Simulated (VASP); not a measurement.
# AlN (P1) in VASP: a series of runs, part 2 of 2

VASP 6.6.1. Earlier steps stand in the parts before.

### Step 3. Single point, PBE

This run uses another cell than the first one, of the same volume but with other edges.

Contents of INCAR:

```
SYSTEM = AlN
PREC = Accurate ; ENCUT = 520
EDIFF = 1E-6 ; ISMEAR = 0
SIGMA = 0.05 ; LREAL = Auto
LASPH = .True. ; NELM = 60
ALGO = Normal ; ISIF = 2
LWAVE = .False. ; LCHARG = .False.
GGA = PE ; NBANDS = 46
```

Contents of KPOINTS:

```
regular mesh
0
Gamma
  4 8 3
  0 0 0
```

Contents of POSCAR:

```
AlN
1.0
   -1.5651197814     -2.7108669814      5.0179796556
    1.5651197814     -2.7108669814      0.0000000000
    7.8255989073     -1.0843467926      8.5305654145
Al N
8 8
Direct
    0.5992823459      0.9304547824      0.0981155127
    0.3242823459     -0.0945452176      0.8481155127
    0.1742823459      0.2554547824      0.3481155127
   -0.2507176541      0.5804547824      0.5981155127
    0.7451156792      0.0346214491      0.3064488460
    0.1701156792      0.7096214491      0.0564488460
    0.3201156792      0.3596214491      0.5564488460
   -0.1048843208     -0.3153785509      0.8064488460
    0.8186693208      0.6729135509      0.1935011540
   -0.4563306792     -0.3520864491      0.9435011540
    0.3936693208     -0.0020864491      0.4435011540
   -0.0313306792      0.3229135509      0.6935011540
   -0.0354973459     -0.2229197824      0.4018344873
    0.3895026541      0.4520802176      0.1518344873
    0.5395026541      0.1020802176      0.6518344873
    0.1145026541     -0.5729197824      0.9018344873
```

Potentials or basis: VASP PAW PBE potentials, release 64 (Al, N).

Run with:

```
cat potpaw_PBE.64/Al/POTCAR potpaw_PBE.64/N/POTCAR > POTCAR
mpirun -np 1 vasp_std > vasp.out
```

OUTCAR:

```text
SYSTEM = AlN
   PREC = Accurate
   ENCUT = 520
   EDIFF = 1E-6
   ISMEAR = 0
   LREAL = Auto
   LASPH = .True.
   NELM = 60
   ISIF = 2
   GGA = PE

 ion  position               nearest neighbor table
   1  0.599  0.930  0.098-  14 1.90  14 1.90   9 1.91  10 2.28  10 2.49   5 3.09   5 3.09   6 3.09
                             6 3.09   6 3.09   3 3.13   3 3.13   8 3.14   8 3.29
   2  0.324  0.905  0.848-  16 1.90  15 1.90  16 1.90  10 1.91   6 1.99   8 3.09   8 3.09   8 3.09
                             7 3.09   4 3.13   4 3.13
   3  0.174  0.255  0.348-  13 1.90  14 1.90  13 1.90  11 1.91   7 3.09   7 3.09   5 3.09   5 3.09
                             5 3.09   6 3.09   4 3.13   1 3.13   4 3.13   1 3.13
   4  0.749  0.580  0.598-  15 1.90  13 1.90  15 1.90  12 1.91   8 3.09   8 3.09   7 3.09   7 3.09
                             7 3.09   5 3.09   3 3.13   2 3.13   2 3.13   3 3.13
   5  0.745  0.035  0.306-   9 1.90   9 1.90  11 1.90  13 1.91   1 3.09   1 3.09   3 3.09   3 3.09
                             3 3.09   4 3.09   7 3.13   6 3.13   7 3.13   6 3.13
   6  0.170  0.710  0.056-   9 1.90  14 1.91  10 1.95   2 1.99  16 2.28  16 2.49   1 3.09   1 3.09
                             1 3.09   3 3.09   5 3.13   5 3.13
   7  0.320  0.360  0.556-  11 1.90  11 1.90  12 1.90  15 1.91   3 3.09   3 3.09   4 3.09   4 3.09
                             4 3.09   2 3.09   5 3.13   8 3.13   8 3.13   5 3.13
   8  0.895  0.685  0.806-  12 1.90  12 1.90  10 1.90  16 1.91   4 3.09   4 3.09   2 3.09   2 3.09
                             2 3.09   7 3.13   7 3.13   1 3.14   1 3.29
   9  0.819  0.673  0.194-   5 1.90   5 1.90   6 1.90   1 1.91
  10  0.544  0.648  0.944-   8 1.90   2 1.91   6 1.95   1 2.28   1 2.49
  11  0.394  0.998  0.444-   7 1.90   7 1.90   5 1.90   3 1.91
  12  0.969  0.323  0.694-   8 1.90   8 1.90   7 1.90   4 1.91
  13  0.965  0.777  0.402-   3 1.90   4 1.90   3 1.90   5 1.91
  14  0.390  0.452  0.152-   1 1.90   3 1.90   1 1.90   6 1.91
  15  0.540  0.102  0.652-   4 1.90   2 1.90   4 1.90   7 1.91
  16  0.115  0.427  0.902-   2 1.90   2 1.90   8 1.91   6 2.28   6 2.49

  LATTYP: Found a triclinic cell.
 ALAT       =    16.9186466234
 B/A-ratio  =     0.5723528274
 C/A-ratio  =     0.7515723999
 COS(alpha) =     0.0096245483
 COS(beta)  =     0.6864842742
 COS(gamma) =     0.7291066481

  Lattice vectors:

 A1 = (  -9.3907186887, -12.4699881144,   6.5233735523)
 A2 = (   1.5651197814,  -8.1326009442,   5.0179796556)
 A3 = ( -12.5209582515,  -1.6265201888,   1.5053938967)

[... 189 lines left out ...]
 maximum number of plane-waves:      4610
 NGX is ok and might be reduce to    48

 number of electron      64.0000000 magnetization

 Free energy of the ion-electron system (eV)
  ---------------------------------------------------
  ext. energy  EPLUGINS =         0.00000000
  ---------------------------------------------------
  free energy    TOTEN  =      -110.54554402 eV

  energy without entropy =     -110.54545777  energy(sigma->0) =     -110.54550090

 E-fermi :   8.5133     XC(G=0): -10.8533

 val. band max:        8.4386252181   @ k =   0.0000   0.5000   0.0000
 cond. band min:       8.5837355279   @ k =   0.0000   0.0000   0.0000
 fundamental gap:      0.1451103098
 Fermi energy:         8.5132506667

 k-point     1 :       0.0000    0.0000    0.0000
  band No.  band energies     occupation
      1      -9.2997      2.00000
      2      -8.3665      2.00000
      3      -8.1817      2.00000
      4      -7.6741      2.00000
      5      -7.0197      2.00000
      6      -6.7460      2.00000
[... 1117 lines left out ...]
     43      14.3998      0.00000
     44      15.1690      0.00000

 [... further k-points ...]

 [bands above 44 left out]

------------------------ aborting loop because EDIFF is reached ----------------------------------------

  FORCE on cell =-STRESS in cart. coord.  units (eV):
  Direction    XX          YY          ZZ          XY          YZ          ZX
  --------------------------------------------------------------------------------------
  -------------------------------------------------------------------------------------
  Total       18.8398276      0.6705886     -3.5782314     10.0323885      6.2240221     16.1572486
  in kB      177.2200422      6.3080059    -33.6592423     94.3713682     58.5473224    151.9859065
  external PRESSURE =      49.9562686 kB  Pullay stress =       0.0000000 kB

 VOLUME and BASIS-vectors are now :
 -----------------------------------------------------------------------------
  energy-cutoff  :      520.00
  volume of cell :      170.32
      direct lattice vectors                 reciprocal lattice vectors
    -1.565119781 -2.710866981  5.017979656    -0.135772356 -0.078388206  0.114587950
     1.565119781 -2.710866981  0.000000000     0.103825919 -0.308941754 -0.134516289
     7.825598907 -1.084346793  8.530565414     0.079866092  0.046110710  0.049820848

 POSITION                                       TOTAL-FORCE (eV/Angst)
 -----------------------------------------------------------------------------------
      1.28614     -4.25331      3.84417         0.791372      0.168495     -2.216197
      7.54662     -4.25331      8.86215        -8.349771     -3.948240     -2.900142
      2.85126     -1.54244      3.84417        -0.009723     -0.069844      0.298013
      4.41638     -4.25331      8.86215         0.255052      0.138535     -0.045206
      1.28614     -2.44606      6.35316         0.623070      0.342450      0.318307
      1.28614     -2.44606      1.33518         5.379777      2.121798      4.468831
[... 8 lines left out ...]
      4.41638     -2.44606      8.26773        -0.014521     -0.047128     -0.433526
      7.54662     -2.44606      8.26773         0.794253      0.742926      1.974802
 -----------------------------------------------------------------------------------
    total drift:                                0.001211     -0.002374      0.005680

  FREE ENERGIE OF THE ION-ELECTRON SYSTEM (eV)
  ---------------------------------------------------
  free  energy   TOTEN  =      -110.5455440226 eV

  energy  without entropy=     -110.5454577679  energy(sigma->0) =     -110.54550090
```

stdout:

```text
POSCAR found type information on POSCAR AlN
 POSCAR found :  2 types and      16 ions
 scaLAPACK will be used
 LDA part: xc-table for (Slater+PW92), standard interpolation
 POSCAR, INCAR and KPOINTS ok, starting setup
 FFT: planning ... GRIDC
 FFT: planning ... GRID_SOFT
 FFT: planning ... GRID
 WAVECAR not read
 entering main loop
```

It took 5.5 min on 1 thread of Intel Xeon 6975P-C (Granite Rapids), shared host; peak memory 0.42 GiB.

Results:

| Property | Result |
| --- | --- |
| Free energy | -110.5455 eV |
| Pressure | 5.0 GPa |
| Largest force | 9.681 eV/Å |
| Band gap on the k mesh | 0.15 eV, indirect (least direct gap 0.33 eV) |

Forces on the atoms (eV/Å):
```
Al   0.791  0.168 -2.216
Al  -8.350 -3.948 -2.900
Al  -0.010 -0.070  0.298
Al   0.255  0.139 -0.045
Al   0.623  0.342  0.318
Al   5.380  2.122  4.469
Al  -0.090 -0.054  0.102
Al   0.816  0.476 -1.569
N   -1.008 -0.426 -0.426
N   -5.214 -1.906 -3.685
N   -0.068 -0.007  0.204
N   -0.306 -0.136  0.630
N    0.266  0.131 -0.306
N    6.134  2.474  3.586
N   -0.015 -0.047 -0.434
N    0.794  0.743  1.975
```

Caveat: forces of over 1 eV/Å act on the atoms, so gaps and moduli don't describe the material at rest.

### Step 4. Single point, PBE

This run uses another cell than the first one, of the same volume but with other edges.

Contents of INCAR:

```
SYSTEM = AlN
PREC = Accurate
ENCUT = 520
EDIFF = 1E-6
ISMEAR = 0
SIGMA = 0.05
LREAL = Auto
LASPH = .True.
NELM = 100
ALGO = Normal
ISIF = 2
LWAVE = .False.
LCHARG = .True.
GGA = PE
LELF = .True.
LVHAR = .True.
NBANDS = 46
```

KPOINTS is that of step 3.

Contents of POSCAR:

```
AlN
1.0
   -1.5651197814     -2.7108669814      5.0179796556
    1.5651197814     -2.7108669814      0.0000000000
    7.8255989073     -2.1686935851      9.5341613456
Al N
8 8
Direct
    0.5796592434      0.9108316798      0.0981155127
    0.1546592434     -0.2641683202      0.8481155127
    0.1046592434      0.1858316798      0.3481155127
   -0.3703407566      0.4608316798      0.5981155127
    0.6838259100     -0.0266683201      0.3064488460
    0.1588259100      0.6983316799      0.0564488460
    0.2088259100      0.2483316799      0.5564488460
   -0.2661740900     -0.4766683201      0.8064488460
    0.7799690900      0.6342133201      0.1935011540
   -0.6450309100     -0.5407866799      0.9435011540
    0.3049690900     -0.0907866799      0.4435011540
   -0.1700309100      0.1842133201      0.6935011540
   -0.1158642434     -0.3032866798      0.4018344873
    0.3591357566      0.4217133202      0.1518344873
    0.4091357566     -0.0282866798      0.6518344873
   -0.0658642434     -0.7532866798      0.9018344873
```

Run with:

```
cat potpaw_PBE.64/Al/POTCAR potpaw_PBE.64/N/POTCAR > POTCAR
mpirun -np 1 vasp_std > vasp.out
```

It took 6.3 min on 1 thread of Intel Xeon 6975P-C (Granite Rapids), shared host; peak memory 0.44 GiB.

The run converged. Its results:

```yaml
Free_energy: -116.6001 eV
Pressure: 2.2 GPa
Largest_force: 7.544 eV/Å
Band_gap_on_the_k_mesh: 3.37 eV, direct
```

Forces in eV/Å, atoms in the order of the input:
```
Al  -0.038 -0.905 -0.103
Al  -0.931  0.173 -0.802
Al  -0.111 -0.152  0.082
Al   0.040  0.019  0.001
Al   0.168  0.085  0.115
Al   6.333 -2.929  2.161
Al   0.012  0.011  0.039
Al   0.027  0.038 -0.325
N   -0.327 -0.041  0.216
N   -6.540  2.916 -2.375
N   -0.022  0.012  0.055
N    0.018  0.041  0.004
N    0.012  0.006 -0.062
N    0.804 -0.507  1.175
N   -0.031  0.015 -0.051
N    0.585  1.218 -0.129
```

Stress tensor (GPa, compression positive):
```
 9.02 -5.99  6.93
-5.99 -4.78  0.48
 6.93  0.48  2.35
```

Levels at points of the mesh, in eV from the valence-band top:
```tsv
k point	band 30	band 31	band 32	band 33	band 34	band 35
(0.00, 0.00, 0.00)	-0.64	-0.50	0.00	3.37	4.89	5.03
(0.50, 0.00, 0.00)	-0.72	-0.54	-0.39	5.05	5.36	5.41
(0.00, 0.50, 0.00)	-1.54	-0.96	-0.57	4.48	5.01	5.15
(0.50, 0.50, 0.00)	-1.16	-1.11	-0.77	4.64	4.77	5.20
```

Caveat: forces of over 1 eV/Å act on the atoms, so gaps and moduli don't describe the material at rest. PBE gaps usually lie below the measured ones, often by a third to a half.

### Step 5. Single point, PBE

This run uses another cell than the first one, of the same volume but with other edges.

Contents of INCAR:

```
SYSTEM = AlN
PREC = Accurate ; ENCUT = 520
EDIFF = 1E-6 ; ISMEAR = 0
SIGMA = 0.05 ; LREAL = Auto
LASPH = .TRUE. ; NELM = 60
ALGO = Normal ; ISIF = 2
LWAVE = .FALSE. ; LCHARG = .FALSE.
GGA = PE ; NBANDS = 46
```

Contents of KPOINTS:

```
regular mesh
0
G
  4 8 3
  0 0 0
```

Contents of POSCAR:

```
AlN
1.0
   -1.5651197814     -2.7108669814      5.0179796556
    1.5651197814     -2.7108669814      0.0000000000
    7.8255989072      1.6265201888      6.0215755867
Al N
8 8
Direct
    0.6483401023      0.9795125387      0.0981155127
    0.7483401023      0.3295125387      0.8481155127
    0.3483401023      0.4295125387      0.3481155127
    0.0483401023      0.8795125387      0.5981155127
    0.8983401022      0.1878458721      0.3064488460
    0.1983401022      0.7378458721      0.0564488460
    0.5983401022      0.6378458721      0.5564488460
    0.2983401022      0.0878458721      0.8064488460
    0.9154198978      0.7696641279      0.1935011540
    0.0154198978      0.1196641279      0.9435011540
    0.6154198978      0.2196641279      0.4435011540
    0.3154198978      0.6696641279      0.6935011540
    0.1654198977     -0.0220025387      0.4018344873
    0.4654198977      0.5279974613      0.1518344873
    0.8654198977      0.4279974613      0.6518344873
    0.5654198977     -0.1220025387      0.9018344873
```

Potentials or basis: VASP PAW PBE potentials, release 64 (Al, N).

Run with:

```
cat potpaw_PBE.64/Al/POTCAR potpaw_PBE.64/N/POTCAR > POTCAR
mpirun -np 1 vasp_std > vasp.out
```

OUTCAR:

```text
SYSTEM = AlN
   PREC = Accurate
   ENCUT = 520
   EDIFF = 1E-6
   ISMEAR = 0
   LREAL = Auto
   LASPH = .TRUE.
   NELM = 60
   ISIF = 2
   GGA = PE

 ion  position               nearest neighbor table
   1  0.648  0.980  0.098-  14 1.90  14 1.90   9 1.91  16 2.24  10 2.43   2 2.47   6 3.09   5 3.09
                             5 3.09   6 3.09   6 3.09   3 3.13   3 3.13
   2  0.748  0.330  0.848-  15 1.90  16 1.90  16 1.90  10 1.91   1 2.47   8 3.09   8 3.09   7 3.09
                             8 3.09   4 3.13   4 3.13
   3  0.348  0.430  0.348-  14 1.90  13 1.90  13 1.90  11 1.91   5 3.09   7 3.09   7 3.09   5 3.09
                             6 3.09   5 3.09   4 3.13   1 3.13   1 3.13   4 3.13
   4  0.048  0.880  0.598-  13 1.90  15 1.90  15 1.90  12 1.91   7 3.09   8 3.09   8 3.09   7 3.09
                             5 3.09   7 3.09   3 3.13   2 3.13   3 3.13   2 3.13
   5  0.898  0.188  0.306-   9 1.90   9 1.90  11 1.90  13 1.91   3 3.09   1 3.09   1 3.09   3 3.09
                             4 3.09   3 3.09   6 3.13   7 3.13   6 3.13   7 3.13
   6  0.198  0.738  0.056-  10 1.75   9 1.90  14 1.91  16 2.43   8 2.47   1 3.09   1 3.09   3 3.09
                             1 3.09   5 3.13   5 3.13
   7  0.598  0.638  0.556-  11 1.90  11 1.90  12 1.90  15 1.91   4 3.09   3 3.09   3 3.09   4 3.09
                             2 3.09   4 3.09   8 3.13   5 3.13   8 3.13   5 3.13
   8  0.298  0.088  0.806-  12 1.90  12 1.90  10 1.90  16 1.91   6 2.47   2 3.09   4 3.09   4 3.09
                             2 3.09   2 3.09   7 3.13   7 3.13
   9  0.915  0.770  0.194-   5 1.90   5 1.90   6 1.90   1 1.91
  10  0.015  0.120  0.944-   6 1.75   8 1.90   2 1.91   1 2.43
  11  0.615  0.220  0.444-   7 1.90   7 1.90   5 1.90   3 1.91
  12  0.315  0.670  0.694-   8 1.90   8 1.90   7 1.90   4 1.91
  13  0.165  0.978  0.402-   4 1.90   3 1.90   3 1.90   5 1.91
  14  0.465  0.528  0.152-   3 1.90   1 1.90   1 1.90   6 1.91
  15  0.865  0.428  0.652-   2 1.90   4 1.90   4 1.90   7 1.91
  16  0.565  0.878  0.902-   2 1.90   2 1.90   8 1.91   1 2.24   6 2.43

  LATTYP: Found a triclinic cell.
 ALAT       =     3.1302395629
 B/A-ratio  =     3.7974386433
 C/A-ratio  =     1.8893966279
 COS(alpha) =     0.0161977144
 COS(beta)  =     0.2646347477
 COS(gamma) =     0.5793378660

  Lattice vectors:

 A1 = (  -1.5651197814,   2.7108669814,   0.0000000000)
 A2 = (   3.1302395630,   9.7591211330,   6.0215755867)
 A3 = (   1.5651197814,   2.7108669814,  -5.0179796556)

[... 187 lines left out ...]
  energy-cutoff  :      520.00
  volume of cell :      170.32
 maximum number of plane-waves:      4619
 NGX is ok and might be reduce to    48

 number of electron      64.0000000 magnetization

 Free energy of the ion-electron system (eV)
  ---------------------------------------------------
  ext. energy  EPLUGINS =         0.00000000
  ---------------------------------------------------
  free energy    TOTEN  =      -114.17446461 eV

  energy without entropy =     -114.17446461  energy(sigma->0) =     -114.17446461

 E-fermi :   7.0985     XC(G=0): -10.8525

 val. band max:        6.8104386684   @ k =   0.5000   0.0000   0.0000
 cond. band min:       8.3948703407   @ k =   0.0000   0.0000   0.0000
 fundamental gap:      1.5844316722
 Fermi energy:         7.0985301213

 k-point     1 :       0.0000    0.0000    0.0000
  band No.  band energies     occupation
      1      -9.1768      2.00000
      2      -8.1982      2.00000
      3      -8.0996      2.00000
      4      -7.3369      2.00000
      5      -6.8396      2.00000
      6      -6.7745      2.00000
[... 1117 lines left out ...]
     43      14.6518      0.00000
     44      14.8291      0.00000

 [... further k-points ...]

 [bands above 44 left out]

------------------------ aborting loop because EDIFF is reached ----------------------------------------

  FORCE on cell =-STRESS in cart. coord.  units (eV):
  Direction    XX          YY          ZZ          XY          YZ          ZX
  --------------------------------------------------------------------------------------
  -------------------------------------------------------------------------------------
  Total        3.4622882      9.0744091     -5.8767456      8.0043949     11.5935912      6.8374481
  in kB       32.5686030     85.3599720    -55.2806065     75.2947016    109.0570872     64.3176181
  external PRESSURE =      20.8826561 kB  Pullay stress =       0.0000000 kB

 VOLUME and BASIS-vectors are now :
 -----------------------------------------------------------------------------
  energy-cutoff  :      520.00
  volume of cell :      170.32
      direct lattice vectors                 reciprocal lattice vectors
    -1.565119781 -2.710866981  5.017979656    -0.095839310 -0.055332851  0.139498373
     1.565119781 -2.710866981  0.000000000     0.143758965 -0.285886399 -0.109605865
     7.825598907  1.626520189  6.021575587     0.079866092  0.046110710  0.049820848

 POSITION                                       TOTAL-FORCE (eV/Angst)
 -----------------------------------------------------------------------------------
      1.28614     -4.25331      3.84417        -0.315536      0.919681      1.002843
      5.98150     -1.54244      8.86215        -1.721797     -1.588198     -0.258871
      2.85126     -1.54244      3.84417         0.393147      0.359343      0.214305
      5.98150     -1.54244      3.84417         0.075941      0.042482      0.042372
      1.28614     -2.44606      6.35316         0.164253      0.079848      0.117352
      1.28614     -2.44606      1.33518         1.680589      1.428462      1.042668
[... 8 lines left out ...]
      4.41638     -2.44606      8.26773        -0.007393     -0.045244     -0.031538
      7.54662     -2.44606      8.26773         0.253023     -1.176985     -0.351341
 -----------------------------------------------------------------------------------
    total drift:                                0.002513      0.005744      0.009082

  FREE ENERGIE OF THE ION-ELECTRON SYSTEM (eV)
  ---------------------------------------------------
  free  energy   TOTEN  =      -114.1744646120 eV

  energy  without entropy=     -114.1744646120  energy(sigma->0) =     -114.17446461
```

Wall time 19 min (1 thread of Oxide Virtual Turin-like, shared host); peak memory 0.39 GiB.

What came out:

```
Free energy            : -114.1745 eV
Pressure               : 2.1 GPa
Largest force          : 2.692 eV/Å
Band gap on the k mesh : 1.58 eV, indirect (least direct gap 1.70 eV)
```

Forces on the atoms (eV/Å):
```
Al  -0.316  0.920  1.003
Al  -1.722 -1.588 -0.259
Al   0.393  0.359  0.214
Al   0.076  0.042  0.042
Al   0.164  0.080  0.117
Al   1.681  1.428  1.043
Al  -0.017 -0.007 -0.007
Al  -0.808 -1.279 -1.456
N    1.076  1.672  0.894
N   -1.332 -1.847 -1.435
N    0.005  0.024 -0.080
N   -0.136 -0.150  0.176
N   -0.128 -0.011  0.049
N    0.819  1.579  0.082
N   -0.007 -0.045 -0.032
N    0.253 -1.177 -0.351
```

Stress tensor (GPa, compression positive):
```
 3.26  7.53  6.43
 7.53  8.54 10.91
 6.43 10.91 -5.53
```

Caveat: forces of over 1 eV/Å act on the atoms, so gaps and moduli don't describe the material at rest. A k mesh can miss the band edges.

### Step 6. Summary

```csv
cell,gap on the mesh (eV),pressure (GPa),largest force (eV/Å)
"a = 5.914, b = 3.130, c = 10.858 Å, angles 68.9, 66.6, 74.7°, 16 atoms",0.18,6.5,6.80
"a = 5.914, b = 3.130, c = 11.627 Å, angles 65.3, 60.8, 74.7°, 16 atoms",0.15,5.0,9.68
"a = 5.914, b = 3.130, c = 12.524 Å, angles 62.5, 55.9, 74.7°, 16 atoms",3.37,2.2,7.54
"a = 5.914, b = 3.130, c = 10.007 Å, angles 75.5, 76.8, 74.7°, 16 atoms",1.58,2.1,2.69
```

Alike in all rows: task single point; level PBE; potentials or basis VASP PAW PBE potentials, release 64 (Al, N); no spin polarisation; k mesh 4 × 8 × 3; cutoff (eV) 520; smearing gaussian 0.05 eV.

Caveats: forces of over 1 eV/Å act on the atoms, so gaps and moduli don't describe the material at rest.

Total energies depend on the potentials used, so only differences within one code and one set of settings carry meaning.
